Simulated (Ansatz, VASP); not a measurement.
**Cu in VASP and in Ansatz**

```
CELL_PARAMETERS angstrom
5.03937 0.00000 0.00000
0.00000 5.03937 0.00000
0.00000 0.00000 23.34506
ATOMIC_POSITIONS crystal
Cu 0.25000 0.25000 0.34268
Cu 0.25000 0.75000 0.34268
Cu 0.75000 0.25000 0.34268
Cu 0.75000 0.75000 0.34268
Cu 0.50000 0.50000 0.41900
Cu 0.50000 0.00000 0.41900
Cu 0.00000 0.50000 0.41900
Cu 0.00000 0.00000 0.41900
Cu 0.75270 0.75220 0.49690
Cu 0.75253 0.24745 0.49726
Cu 0.24750 0.75250 0.49685
Cu 0.24781 0.24729 0.49689
Cu 0.99947 0.00053 0.57755
Cu 0.00211 0.50145 0.57143
Cu 0.49844 0.99790 0.57145
Cu 0.50041 0.49963 0.57104
```

Alike in both runs: task single point; functional PBE; dispersion D3(BJ); k mesh 4 × 4 × 1; occupations gaussian, width 0.1 eV; no spin polarisation.

|  | VASP | Ansatz |
| --- | --- | --- |
| version | VASP 6.6.1 | Ansatz 0.2.0 |
| potentials or method | VASP PAW PBE potentials, release 64 (Cu), cutoff 520 eV | scalar-relativistic, plane waves, PAW |
| valence electrons in the cell | 176 | 304 |

Ansatz gave:

| Item | Value |
| --- | --- |
| gap on the k mesh at the Fermi level (eV) | none |
| rms of the force components (eV/Å) | 0.081 |
| work function, face that differs most (eV) | 4.53 |

Task: Which values does VASP return?

Result: gap on the k mesh at the Fermi level (eV): none; rms of the force components (eV/Å): 0.080; work function, face that differs most (eV): 4.50.

Atom by atom the forces differ by 0.009 eV/Å (rms over components). A gap of «none» marks a metal or a gap that the smearing closes. VASP's potentials hold 176 valence electrons a cell and Ansatz's 304, so a difference there can come from the potentials and not from the codes.
